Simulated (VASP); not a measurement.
# Mg (I4/mmm) in VASP: further runs

The runs below take Mg through relaxation of cell and atoms, with PBEsol.

All numbers are computed with VASP 6.6.1; they aren't measurements. Logs are shortened: lines on timing, memory, paths and dates and some standing lists are left out, and cuts for length are marked.

## Step 1: The cell of the first run

The typed cell holds 1 atom: a = 2.531 Å, b = 2.531 Å, c = 2.531 Å, α = 109.46°, β = 109.46°, γ = 109.49°.

This isn't the form of Mg at room conditions, which is hcp.

## Step 2: Relaxation of cell and atoms, PBEsol, target pressure 90 GPa, at which the enthalpy is minimised

Contents of INCAR:

```
  PREC = Accurate
  ENCUT = 600
  EDIFF = 1E-6
  ISMEAR = 0
  SIGMA = 0.1
  LREAL = False
  LASPH = True
  NELM = 80
  ALGO = Fast
  ISIF = 3
  LWAVE = False
  LCHARG = False
  GGA = PS
  IBRION = 2
  NSW = 70
  EDIFFG = -0.008
  PSTRESS = 900.0
```

Contents of KPOINTS:

```
Automatic mesh
0
Gamma
  20 20 20
```

Contents of POSCAR:

```
Mg
1.0
   -1.4612864007      1.4612864007      1.4608596008
    1.4612864007     -1.4612864007      1.4608596008
    1.4612864007      1.4612864007     -1.4608596008
Mg
1
Direct
    0.0000000000      0.0000000000      0.0000000000
```

Potentials or basis: VASP PAW PBE potentials, release 64 (Mg).

On the command line:

```sh
$ cat potpaw_PBE.64/Mg/POTCAR > POTCAR
$ mpirun -np 1 vasp_std > vasp.out
```

OUTCAR:

```text
PREC = Accurate
   ENCUT = 600
   EDIFF = 1E-6
   ISMEAR = 0
   LREAL = False
   LASPH = True
   NELM = 80
   ISIF = 3
   GGA = PS
   IBRION = 2
   NSW = 70
   EDIFFG = -0.008
   PSTRESS = 900.0

 ion  position               nearest neighbor table
   1  0.000  0.000  0.000-

  LATTYP: Found a body centered tetragonal cell.
 ALAT       =     2.9225728014
 C/A-ratio  =     0.9997079286

  Lattice vectors:

 A1 = (  -1.4612864007,   1.4612864007,   1.4608596008)
 A2 = (   1.4612864007,  -1.4612864007,   1.4608596008)
 A3 = (   1.4612864007,   1.4612864007,  -1.4608596008)

Analysis of symmetry for initial positions (statically):
=====================================================================
 Subroutine PRICEL returns:
 Original cell was already a primitive cell.

 Routine SETGRP: Setting up the symmetry group for a
 body centered tetragonal supercell.

 Subroutine GETGRP returns: Found 16 space group operations
 (whereof 16 operations were pure point group operations)
 out of a pool of 16 trial point group operations.

The static configuration has the point symmetry D_4h.

Analysis of symmetry for dynamics (positions and initial velocities):
=====================================================================
 Subroutine PRICEL returns:
 Original cell was already a primitive cell.

 Routine SETGRP: Setting up the symmetry group for a
 body centered tetragonal supercell.

 Subroutine GETGRP returns: Found 16 space group operations
 (whereof 16 operations were pure point group operations)
 out of a pool of 16 trial point group operations.

The dynamic configuration has the point symmetry D_4h.

 Subroutine INISYM returns: Found 16 space group operations
 (whereof 16 operations are pure point group operations),
 and found     1 'primitive' translations

----------------------------------------------------------------------------------------

                                     Primitive cell

  volume of cell :      12.4778

  direct lattice vectors                    reciprocal lattice vectors
    -1.461286401  1.461286401  1.460859601     0.000000000  0.342164274  0.342264239
     1.461286401 -1.461286401  1.460859601     0.342164274  0.000000000  0.342264239
     1.461286401  1.461286401 -1.460859601     0.342164274  0.342164274  0.000000000

  length of vectors
     2.530775901  2.530775901  2.530775901     0.483964048  0.483964048  0.483893356

  position of ions in fractional coordinates (direct lattice)
     0.000000000  0.000000000  0.000000000

  ion indices of the primitive-cell ions
   primitive index   ion index
                 1           1

----------------------------------------------------------------------------------------

 KPOINTS: Automatic mesh

Automatic generation of k-mesh.
 Grid dimensions read from file:
 generate k-points for:   20   20   20

 Generating k-lattice:

  Cartesian coordinates                     Fractional coordinates (reciprocal lattice)
     0.000000000  0.017108214  0.017113212     0.050000000 -0.000000000  0.000000000
     0.017108214  0.000000000  0.017113212    -0.000000000  0.050000000  0.000000000
     0.017108214  0.017108214  0.000000000     0.000000000  0.000000000  0.050000000

  Length of vectors
     0.024198202  0.024198202  0.024194668

  Shift w.r.t. Gamma in fractional coordinates (k-lattice)
     0.000000000  0.000000000  0.000000000

 Subroutine IBZKPT returns following result:
 ===========================================

 Found    641 irreducible k-points:

 Following reciprocal coordinates:
            Coordinates               Weight
  0.000000  0.000000  0.000000      1.000000
  0.050000  0.000000 -0.000000      8.000000
  0.100000  0.000000  0.000000      8.000000
  0.150000  0.000000 -0.000000      8.000000
  0.200000  0.000000  0.000000      8.000000
  0.250000  0.000000 -0.000000      8.000000
[... 16 lines left out ...]
 -0.400000  0.050000 -0.000000     16.000000
 -0.350000  0.050000  0.000000     16.000000
 [... further k-points ...]
   k-points           NKPTS =    641   k-points in BZ     NKDIM =    641   number of bands    NBANDS=      5
   number of dos      NEDOS =    301   number of ions     NIONS =      1
   total plane-waves  NPLWV =   8000
   dimension x,y,z NGX =    20 NGY =   20 NGZ =   20
   dimension x,y,z NGXF=    40 NGYF=   40 NGZF=   40
   ions per type =               1
   NGX,Y,Z   is equivalent  to a cutoff of  13.14, 13.14, 13.14 a.u.
   NGXF,Y,Z  is equivalent  to a cutoff of  26.28, 26.28, 26.28 a.u.
 SYSTEM =  unknown system
   PREC   = accura    normal or accurate (medium, high low for compatibility)
   ISTART =      0    job   : 0-new  1-cont  2-samecut
   ICHARG =      2    charge: 1-file 2-atom 10-const
   ISPIN  =      1    spin polarized calculation?
   LNONCOLLINEAR =      F non collinear calculations
   LSORBIT =      F    spin-orbit coupling
   LASPH  =      T    aspherical Exc in radial PAW
   ENCUT  =  600.0 eV  44.10 Ry    6.64 a.u.   5.05  5.05  5.05*2*pi/ulx,y,z
   NELM   =     80;   NELMIN=  2; NELMDL= -5     # of ELM steps
   EDIFF  = 0.1E-05   stopping-criterion for ELM
   LREAL  =      F    real-space projection
   EDIFFG = -.8E-02   stopping-criterion for IOM
   NSW    =     70    number of steps for IOM
   IBRION =      2    ionic relax: 0-MD 1-quasi-New 2-CG
   NFREE  =      1    steps in history (QN), initial steepest desc. (CG)
   ISIF   =      3    stress and relaxation
   ISYM   =      2    0-nonsym 1-usesym 2-fastsym
   POTIM  = 0.5000    time-step for ionic-motion
   TEBEG  =    0.0;   TEEND  =   0.0 temperature during run
   PSTRESS=  900.0 pullay stress
   NELECT =       2.0000    total number of electrons
   NUPDOWN=      -1.0000    fix difference up-down
   EMIN   =  10.00;   EMAX   =-10.00  energy-range for DOS
   EFERMI =   0.00;   METHOD = LEGACY
   ISMEAR =     0;   SIGMA  =   0.10  broadening in eV -4-tet -1-fermi 0-gaus
   EFERMI_NEDOS =   21; number of points for ismear=-14 and -15
   IALGO  =     68    algorithm
   IMIX   =      4    mixing-type and parameters
     AMIX     =   0.40;   BMIX     =  1.00
     AMIX_MAG =   1.60;   BMIX_MAG =  1.00
  volume/ion in A,a.u.               =      12.48        84.20
  Fermi-wavevector in a.u.,A,eV,Ry     =   0.889280  1.680495 10.759741  0.790819
  Thomas-Fermi vector in A             =   2.010820
   LORBIT       =      0    0 simple, 1 ext, 2 COOP (PROOUT), +10 PAW based schemes
   GGA     = PS    functional components
   LHFCALC =     F    Hartree Fock is set to
   AEXX    =    0.0000 exact exchange contribution
   IVDW    =     0    specifies the selected vdW correction
   LEPSILON=     F    determine dielectric tensor
   LRPA    =     F    only Hartree local field effects (RPA)
 conjugate gradient relaxation of ions
 non-spin polarized calculation
 RMM-DIIS sequential band-by-band and
 Gauss-broadening in eV      SIGMA  =   0.10
  energy-cutoff  :      600.00
  volume of cell :       12.48
 maximum number of plane-waves:       430
   NGX = 11   NGY = 11   NGZ = 11

--------------------------------------- Ionic step        1  -------------------------------------------

 number of electron       2.0000000 magnetization

 Free energy of the ion-electron system (eV)
  ---------------------------------------------------
  ext. energy  EPLUGINS =         0.00000000
  ---------------------------------------------------
  free energy    TOTEN  =        -0.37615617 eV

  energy without entropy =       -0.37527573  energy(sigma->0) =       -0.37571595

------------------------ aborting loop because EDIFF is reached ----------------------------------------

  FORCE on cell =-STRESS in cart. coord.  units (eV):
  Direction    XX          YY          ZZ          XY          YZ          ZX
  --------------------------------------------------------------------------------------
  -------------------------------------------------------------------------------------
  Total        5.3736685      5.3736685      5.3761397      0.0000000      0.0000000      0.0000000
  in kB      689.9892030    689.9892030    690.3065162      0.0000000      0.0000000      0.0000000
  external PRESSURE =    -209.9050259 kB  Pullay stress =     900.0000000 kB
[... 207 lines left out ...]
  enthalpy is  TOTEN    =         6.5712486367 eV   P V=        6.5157558352

--------------------------------------- Ionic step        7  -------------------------------------------

 number of electron       2.0000000 magnetization

 Free energy of the ion-electron system (eV)
  ---------------------------------------------------
  ext. energy  EPLUGINS =         0.00000000
  ---------------------------------------------------
  free energy    TOTEN  =         0.06817688 eV

  energy without entropy =        0.06911992  energy(sigma->0) =        0.06864840

 E-fermi :   7.4642     XC(G=0): -11.0068

 val. band max:        7.4155577890   @ k =   0.3000   0.2500   0.1500
 cond. band min:       7.4842486053   @ k =  -0.3500  -0.3500   0.0500
 fundamental gap:      0.0686908163
 Fermi energy:         7.4641881214

 k-point     1 :       0.0000    0.0000    0.0000
  band No.  band energies     occupation
      1      -2.9899      2.00000
      2      25.7783      0.00000
      3      25.7853      0.00000
      4      25.7853      0.00000
      5      28.7249      0.00000

 k-point     2 :       0.0500    0.0000   -0.0000
  band No.  band energies     occupation
      1      -2.8958      2.00000
      2      24.9299      0.00000
      3      25.2453      0.00000
      4      25.7071      0.00000
      5      27.7622      0.00000
[... 169 lines left out ...]
 k-point    24 :      -0.3500    0.0500    0.0000
  band No.  band energies     occupation
      1       0.8917      2.00000
      2      12.3023      0.00000
      3      19.1542      0.00000
      4      23.9476      0.00000
      5      24.2174      0.00000

 [... further k-points ...]

------------------------ aborting loop because EDIFF is reached ----------------------------------------

  FORCE on cell =-STRESS in cart. coord.  units (eV):
  Direction    XX          YY          ZZ          XY          YZ          ZX
  --------------------------------------------------------------------------------------
  -------------------------------------------------------------------------------------
  Total        6.5024661      6.5024661      6.5043573      0.0000000      0.0000000      0.0000000
  in kB      899.9222313    899.9222313    900.1839728      0.0000000      0.0000000      0.0000000
  external PRESSURE =       0.0094784 kB  Pullay stress =     900.0000000 kB
[... 16 lines left out ...]
  FREE ENERGIE OF THE ION-ELECTRON SYSTEM (eV)
  ---------------------------------------------------
  free  energy   TOTEN  =         0.0681768830 eV

  energy  without entropy=        0.0691199193  energy(sigma->0) =        0.06864840

  enthalpy is  TOTEN    =         6.5712048640 eV   P V=        6.5030279811

 reached required accuracy - stopping structural energy minimisation
```

It took 82 s on 1 thread of Intel Xeon 8259CL, shared host; peak memory 0.19 GiB.

Results:

```yaml
Free_energy: 0.0682 eV
Relaxed_volume: 11.58 Å³/atom
Relaxed_cell: a = 2.468 Å, b = 2.468 Å, c = 2.468 Å, α = 109.47°, β = 109.47°, γ = 109.48°
Space_group_after_relaxing_to_0.1_Å: Im-3m (No. 229)
Energy_change_on_relaxing_the_run_minimises_the_enthalpy: +444.3 meV/atom
Ionic_steps: 7
Pressure_after_relaxing: 90.0 GPa
Band_gap_on_the_k_mesh: zero (bands 1 and 2 overlap by 4.76 eV)
```

The path:
```tsv
step	energy change (eV)	largest force (eV/Å)	pressure (GPa)	volume (Å³)
1	0.0000	0.0000	69.01	12.48
2	1.8149	0.0000	157.96	9.75
3	0.4151	0.0000	88.60	11.63
4	0.4416	0.0000	89.87	11.58
5	0.4514	0.0000	90.34	11.56
6	0.4316	0.0000	89.39	11.60
7	0.4443	0.0000	90.00	11.58
```

Final structure:
```xyz
1
Lattice="-1.4252 1.4252 1.4249 1.4252 -1.4252 1.4249 1.4252 1.4252 -1.4249" Properties=species:S:1:pos:R:3 pbc="T T T"
Mg    0.0000    0.0000    0.0000
```

Levels at points of the mesh, in eV from the Fermi level:
```csv
k point,band 1,band 2,band 3,band 4
"(0.00, 0.00, 0.00)",-10.45,18.31,18.32,18.32
"(0.50, 0.00, 0.00)",-2.46,-0.98,11.24,15.59
"(0.50, 0.50, 0.00)",-2.47,-0.98,11.25,15.59
"(0.50, 0.50, 0.50)",3.78,3.78,6.74,6.74
```

Caveat: the cell is relaxed towards a set pressure, so the run minimises the enthalpy, not the energy; the PAW data sets were made with another functional, which shifts forces and pressure a little.

[end of part 1 of 2]

The gap in the log of VASP goes by the Fermi energy; the results here count the filled bands.